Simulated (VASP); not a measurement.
Wanted: the native input for a VASP 6.6.1 run.

* Task: single point
* Functional: PBE
* Potentials or basis: VASP PAW PBE potentials, release 64 (Na_pv, I)
* Cutoff: 520 eV
* k mesh: 8 × 8 × 8
* Occupations: gaussian, width 0.01 eV
* Spin: no spin polarisation
* Dipole correction: no
* Further INCAR settings: ALGO = Normal; EDIFF = 1e-07; NBANDS = 14

The structure of NaI lies in POSCAR:

```
NaI
1.0
    0.0000000000      3.2296280209      3.2296280209
    3.2296280209      0.0000000000      3.2296280209
    3.2296280209      3.2296280209      0.0000000000
Na I
1 1
Direct
    0.0000000000      0.0000000000      0.0000000000
    0.5000000000      0.5000000000      0.5000000000
```

The input as run:

INCAR

```
SYSTEM = NaI
ALGO = Normal ; EDIFF = 1E-7
ENCUT = 520 ; GGA = PE
ISIF = 2 ; ISMEAR = 0
LASPH = .TRUE. ; LCHARG = .TRUE.
LELF = .TRUE. ; LREAL = .FALSE.
LVHAR = .TRUE. ; LWAVE = .FALSE.
NBANDS = 14 ; NELM = 60
PREC = Accurate ; SIGMA = 0.01
```

KPOINTS

```
k-points
0
G
  8 8 8
  0 0 0
```

Potentials or basis: VASP PAW PBE potentials, release 64 (Na_pv, I).

Command:

```console
$ cat potpaw_PBE.64/Na_pv/POTCAR potpaw_PBE.64/I/POTCAR > POTCAR
$ mpirun -np 1 vasp_std > vasp.out
```

It gave:

- Pressure: 0.5 GPa
- Band gap on the k mesh: 3.66 eV, direct

Caveat: spin-orbit coupling is left out, which moves the levels of the heavy elements.

Run time: 22 s on 1 thread of Intel Xeon 6975P-C, with other jobs on the host, peak memory 0.21 GiB.
